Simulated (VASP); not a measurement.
Write the native input for VASP 6.6.1 that does the following.

| Item | Value |
| --- | --- |
| Task | single point |
| Functional | PBE |
| Potentials or basis | VASP PAW PBE potentials, release 64 (Ca_sv, S) |
| Cutoff | 520 eV |
| k mesh | 12 × 12 × 12 |
| Occupations | gaussian, width 0.1 eV |
| Spin | no spin polarisation |
| Dipole correction | no |
| Further INCAR settings | ALGO = Normal; EDIFF = 1e-07; NBANDS = 18 |

The structure of CaS2 lies in POSCAR:

```
CaS2
1.0
    2.4374371006     -3.6518112984      0.0000000000
    2.4374371006      3.6518112984      0.0000000000
    0.0000000000      0.0000000000      3.8374075765
Ca S
1 2
Direct
    0.5000000000      0.5000000000      0.5000000000
    0.0000000000      0.5000000000      0.0000000000
    0.5000000000      0.0000000000      0.0000000000
```

One way to write it, as run:

INCAR

```
SYSTEM = CaS2
ALGO = Normal ; EDIFF = 1E-7
ENCUT = 520 ; GGA = PE
ISIF = 2 ; ISMEAR = 0
LASPH = .TRUE. ; LCHARG = .FALSE.
LREAL = .FALSE. ; LWAVE = .FALSE.
NBANDS = 18 ; NELM = 60
PREC = Accurate ; SIGMA = 0.1
```

KPOINTS

```
k-points
0
G
  12 12 12
  0 0 0
```

Potentials or basis: VASP PAW PBE potentials, release 64 (Ca_sv, S).

Command:

```sh
$ cat potpaw_PBE.64/Ca_sv/POTCAR potpaw_PBE.64/S/POTCAR > POTCAR
$ mpirun -np 1 vasp_std > vasp.out
```

It gave:

The pressure is 0.1 GPa and the band gap on the k mesh is zero (bands 11 and 12 overlap by 1.51 eV).

Run time: 120 s on 1 thread of Intel(R) Xeon(R) 6975P-C (Granite Rapids), on a shared host, peak memory 0.45 GiB.
